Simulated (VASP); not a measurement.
Input of a VASP 6.6.1 run:

Contents of INCAR:

```
ALGO = Normal
EDIFF = 1E-6
ENCUT = 520
GGA = PS
ISIF = 2
ISMEAR = -1
ISYM = 0
LASPH = True
LCHARG = False
LREAL = Auto
LWAVE = False
NBANDS = 246
NELM = 80
PREC = Accurate
SIGMA = 0.05
```

The input KPOINTS:

```
Automatic mesh
0
Gamma
  1 1 1
  0.25 0.25 0.25
```

Contents of POSCAR:

```
Al9Si7C7N9
1.0
    9.2915530000      0.0000000000      0.0000000000
    0.0000000000     10.7289620000      0.0000000000
    0.0000000000      0.0000000000     10.0234140000
Si Al C N
21 27 21 27
Direct
    0.1689240000      0.0816950000      0.2475210000
    0.1649560000      0.0838670000      0.7479590000
    0.5028000000      0.0810350000      0.2495950000
    0.4989080000      0.0808740000      0.7494990000
    0.0011330000      0.8347200000      0.2501390000
    0.9986640000      0.8325710000      0.7484370000
    0.8341190000      0.0819430000      0.2474290000
    0.6654350000      0.3336670000      0.7495110000
    0.5006190000      0.5845070000      0.2500280000
    0.5005670000      0.5856730000      0.7492540000
    0.8317780000      0.5799320000      0.2496920000
    0.1673080000      0.4175620000      0.4961750000
    0.1660470000      0.4178300000      0.9996710000
    0.5002540000      0.4153640000      0.9981380000
    0.3334500000      0.6672390000      0.4990280000
    0.3363630000      0.6668470000      0.9974480000
    0.1679890000      0.9153490000      0.9986360000
    0.8310060000      0.4174060000      0.5014790000
    0.4967990000      0.9164350000      0.4939170000
    0.4994970000      0.9155740000      0.9981050000
    0.8344440000      0.9131390000      0.5012040000
    0.9948440000      0.3289550000      0.2459790000
    0.0011620000      0.3370470000      0.7491890000
    0.3331510000      0.3319550000      0.2492020000
    0.3331730000      0.3341580000      0.7492090000
    0.1675980000      0.5841180000      0.2462440000
    0.1656500000      0.5810980000      0.7519330000
    0.8344120000      0.0811360000      0.7510320000
    0.6676710000      0.3301470000      0.2473700000
    0.3279120000      0.8315820000      0.2475750000
    0.3362690000      0.8322780000      0.7484810000
    0.8343460000      0.5837450000      0.7489420000
    0.6686030000      0.8384290000      0.2468890000
    0.6636300000      0.8328850000      0.7440750000
    0.0026270000      0.1673600000      0.4969960000
    0.0011480000      0.1655730000      0.9985090000
    0.3302430000      0.1669020000      0.4999050000
    0.3306960000      0.1658060000      0.9976100000
    0.0007780000      0.6667600000      0.4964940000
    0.9988540000      0.6657280000      0.9970780000
    0.6647050000      0.1654290000      0.4934750000
    0.6714790000      0.1654040000      0.0004300000
    0.4992510000      0.4181400000      0.4997160000
    0.1675560000      0.9131000000      0.4976170000
    0.8325060000      0.4180880000      0.0002840000
    0.6646440000      0.6650130000      0.4992600000
    0.6658370000      0.6693980000      0.9997530000
    0.8318300000      0.9183240000      0.9992910000
    0.9990470000      0.1653790000      0.1893910000
    0.0029170000      0.1684590000      0.6887850000
    0.9989310000      0.6671210000      0.1888050000
    0.0015530000      0.6673950000      0.6914190000
    0.6644420000      0.1699570000      0.6886860000
    0.5028270000      0.4157980000      0.1911090000
    0.6659350000      0.6668910000      0.1881610000
    0.6624990000      0.6665580000      0.6867160000
    0.8336530000      0.9144240000      0.1897700000
    0.0030630000      0.3315200000      0.4403030000
    0.9992340000      0.3306840000      0.9376910000
    0.5002190000      0.0820390000      0.4371520000
    0.4986320000      0.0831910000      0.9369580000
    0.3328690000      0.3349350000      0.4406230000
    0.3308110000      0.3325750000      0.9375360000
    0.0022130000      0.8328770000      0.4405080000
    0.6673860000      0.3355730000      0.9370110000
    0.4983390000      0.5841150000      0.4393040000
    0.3341130000      0.8327590000      0.4378930000
    0.3330300000      0.8350970000      0.9375540000
    0.6690960000      0.8343850000      0.9389230000
    0.3324170000      0.1643710000      0.1894110000
    0.3334720000      0.1670730000      0.6919170000
    0.1612630000      0.4181430000      0.1892190000
    0.1702760000      0.4166440000      0.6896430000
    0.6688320000      0.1634410000      0.1882370000
    0.4963550000      0.4169210000      0.6914630000
    0.3331820000      0.6672270000      0.1906760000
    0.3304970000      0.6663100000      0.6876310000
    0.1663460000      0.9151180000      0.1907570000
    0.1683520000      0.9167150000      0.6893850000
    0.8360570000      0.4151830000      0.1898510000
    0.8332070000      0.4154570000      0.6894580000
    0.4976340000      0.9148320000      0.1871240000
    0.4983150000      0.9149650000      0.6900660000
    0.8321520000      0.9145570000      0.6909810000
    0.1684640000      0.0803830000      0.4386810000
    0.1654680000      0.0809820000      0.9426870000
    0.1682110000      0.5817380000      0.4421680000
    0.1659650000      0.5875300000      0.9397400000
    0.0014040000      0.8304370000      0.9387950000
    0.8346980000      0.0808690000      0.4372040000
    0.8344420000      0.0840600000      0.9399490000
    0.6655390000      0.3340910000      0.4417520000
    0.5014790000      0.5848240000      0.9375560000
    0.8325290000      0.5848400000      0.4372890000
    0.8339720000      0.5854040000      0.9356330000
    0.6674360000      0.8340040000      0.4384760000
```

Potentials or basis: VASP PAW PBE potentials, release 64 (Si, Al, C, N).

Command:

```sh
$ cat potpaw_PBE.64/Si/POTCAR potpaw_PBE.64/Al/POTCAR potpaw_PBE.64/C/POTCAR potpaw_PBE.64/N/POTCAR > POTCAR
$ mpirun -np 1 vasp_std > vasp.out
```

Problem. What does it give for the band gap on the k mesh?

Solution. 2.43 eV (least direct gap 2.45 eV).

Problem. Predict the largest force.

Solution. 4.143 eV/Å.

Problem. Estimate the pressure.

Solution. 1.8 GPa.

Stress tensor (GPa, compression positive):
```
 1.75  0.27  0.26
 0.27  2.09 -0.02
 0.26 -0.02  1.60
```

Caveat: the PAW data sets were made with another functional, which shifts forces and pressure a little; a shifted mesh leaves out Γ, where band edges can lie. A k mesh can miss the band edges.
